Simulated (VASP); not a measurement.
Write the native input for VASP 6.6.1 that does the following.

```
Task                   : single point
Functional             : PBE
Dispersion             : D3(BJ)
Potentials or basis    : VASP PAW PBE potentials, release 64 (Si)
Cutoff                 : 520 eV
k mesh                 : 18 × 18 × 10
Occupations            : gaussian, width 0.1 eV
Spin                   : no spin polarisation
Dipole correction      : no
Further INCAR settings : ALGO = Normal; EDIFF = 1e-06; NBANDS = 11
```

The structure of Si lies in POSCAR:

```
Si
1.0
    2.6103592103      0.0000000000      0.0000000000
   -1.3051796051      2.2606373891      0.0000000000
    0.0000000000      0.0000000000      4.4634429312
Si
2
Direct
    0.3333333333      0.6666666667      0.2500000000
    0.6666666667      0.3333333333      0.7500000000
```

This isn't the form of Si at room conditions, which is diamond.

These files were run (other wordings do the same):

INCAR

```
SYSTEM = Si
  PREC = Accurate
  ENCUT = 520
  EDIFF = 1E-6
  ISMEAR = 0
  SIGMA = 0.1
  LREAL = .False.
  LASPH = .True.
  NELM = 100
  ALGO = Normal
  ISIF = 2
  LWAVE = .False.
  LCHARG = .False.
  GGA = PE
  IVDW = 12
  NBANDS = 11
```

KPOINTS

```
Automatic mesh
0
Gamma
  18 18 10
  0 0 0
```

Potentials or basis: VASP PAW PBE potentials, release 64 (Si).

The run is started by

```console
$ cat potpaw_PBE.64/Si/POTCAR > POTCAR
$ mpirun -np 1 vasp_std > vasp.out
```

It gave:

* Pressure: 3.2 GPa
* Band gap on the k mesh: zero (bands 4 and 5 overlap by 13.70 eV)
* Dispersion energy per atom: -0.472 eV

Caveat: the cell stands under pressure.

It took 52 s on 1 thread of Intel Xeon 8259CL (shared host), peak memory 0.18 GiB.
